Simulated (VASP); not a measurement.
Input of a VASP 6.6.1 run:

INCAR

```
PREC = Accurate
ENCUT = 520
EDIFF = 1E-7
ISMEAR = -1
SIGMA = 0.05
LREAL = False
LASPH = True
NELM = 100
ALGO = Normal
ISIF = 2
LWAVE = False
LCHARG = False
GGA = PS
NBANDS = 19
```

File KPOINTS:

```
regular mesh
0
Gamma
  12 12 12
```

Contents of POSCAR:

```
TiO2
1.0
    1.4973312015      0.8644845722      6.9815443949
   -1.4973312015      0.8644845722      6.9815443949
    0.0000000000     -1.7289691445      6.9815443949
Ti O
1 2
Direct
    0.0000000000      0.0000000000      0.0000000000
    0.3795330000      0.3795330000      0.3795330000
    0.6204670000      0.6204670000      0.6204670000
```

Potentials or basis: VASP PAW PBE potentials, release 64 (Ti_sv, O).

Run with:

```console
$ cat potpaw_PBE.64/Ti_sv/POTCAR potpaw_PBE.64/O/POTCAR > POTCAR
$ mpirun -np 1 vasp_std > vasp.out
```

Q: Predict the band gap on the k mesh.

A: 2.65 eV (least direct gap 2.83 eV).

Q: Predict the pressure.

A: -3.9 GPa.

Stress tensor (GPa, compression positive):
```
-4.66  0.00  0.00
 0.00 -4.66  0.00
 0.00  0.00 -2.37
```

Caveat: the cell stands under tension; the PAW data sets were made with another functional, which shifts forces and pressure a little. A k mesh can miss the band edges.
